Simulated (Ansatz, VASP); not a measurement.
**Two plane-wave programs on Mn**

The input INCAR:

```
AGGAC = 1.0
AGGAX = 1.0
ALDAC = 0.0
ALDAX = 1.0
ALGO = Normal
EDIFF = 1E-7
ENCUT = 520
GGA = B5
ISIF = 2
ISMEAR = -1
ISPIN = 2
LASPH = True
LCHARG = True
LELF = True
LMAXMIX = 4
LORBIT = 11
LREAL = False
LVHAR = True
LWAVE = False
MAGMOM = 0.753 0.753 -0.671 -0.671
NBANDS = 38
NELM = 150
PREC = Accurate
SIGMA = 0.05
```

File KPOINTS:

```
k-points
0
Gamma
  16 16 5
```

POSCAR

```
Mn
1.0
    2.5197019620      0.0000000000      0.0000000000
   -1.2598509810      2.1821259090      0.0000000000
    0.0000000000      0.0000000000      8.1515868228
Mn
4
Direct
    1.0000000000      1.0000000000      1.0000000000
    1.0000000000      1.0000000000      0.5000000000
    0.3333333333      0.6666666667      0.2500000000
    0.6666666667      0.3333333333      0.7500000000
```

Input for Ansatz:

```yaml
crystal:
  lattice:
    - [2.519701962, 0.0, 0.0]
    - [-1.259850981, 2.182125909, 0.0]
    - [0.0, 0.0, 8.1515868228]
  atoms:
    - { symbol: Mn, position: [1.0, 1.0, 1.0], spin: 0.753 }
    - { symbol: Mn, position: [1.0, 1.0, 0.5], spin: 0.753 }
    - { symbol: Mn, position: [0.3333333333, 0.6666666667, 0.25], spin: -0.671 }
    - { symbol: Mn, position: [0.6666666667, 0.3333333333, 0.75], spin: -0.671 }
hamiltonian:
  xc: blyp
  pseudopotentials:
    kind: paw
    azcp:
      Mn: "pseudopotentials/Mn.paw.azcp"
basis:
  ecutwfc: 420
  fft_grid_basis: typed
kpoints:
  mp_grid: { grid: [16, 16, 5], shift: [0, 0, 0] }
magnetization:
  spin_polarized: true
scf:
  occupations: { method: fermi_dirac, width: 0.05 }
  lower_state_search: "off"
output:
  stress: true
```

Alike in both runs: task single point; functional BLYP; k mesh 16 × 16 × 5; occupations fermi-dirac, width 0.05 eV; collinear spin.

|  | VASP | Ansatz |
| --- | --- | --- |
| version | VASP 6.6.1 | Ansatz 0.2.0 |
| potentials or method | VASP PAW PBE potentials, release 64 (Mn_pv), cutoff 520 eV | plane waves (420 eV) with PAW, scalar-relativistic |
| valence electrons in the cell | 52 | 60 |

Ansatz gave:

```
pressure (GPa)                                                : 0.3
traceless stress, the component that is largest in VASP (GPa) : -0.07
net moment per atom (μB)                                      : 0.03
size of the moment on the site where the two differ most (μB) : 0.69
```

Task: Estimate VASP's values.

Result: Pressure (GPa): 0.6; traceless stress, the component that is largest in VASP (GPa): -0.10; net moment per atom (μB): 0.03; size of the moment on the site where the two differ most (μB): 0.74.

VASP's potentials were made for PBE, not for BLYP. Site moments also hang on the region over which each program counts them. The functional is the same, so the differences come from potentials, cutoffs and numerics. VASP's potentials hold 52 valence electrons a cell and Ansatz's 60, so a difference there can come from the potentials and not from the codes.
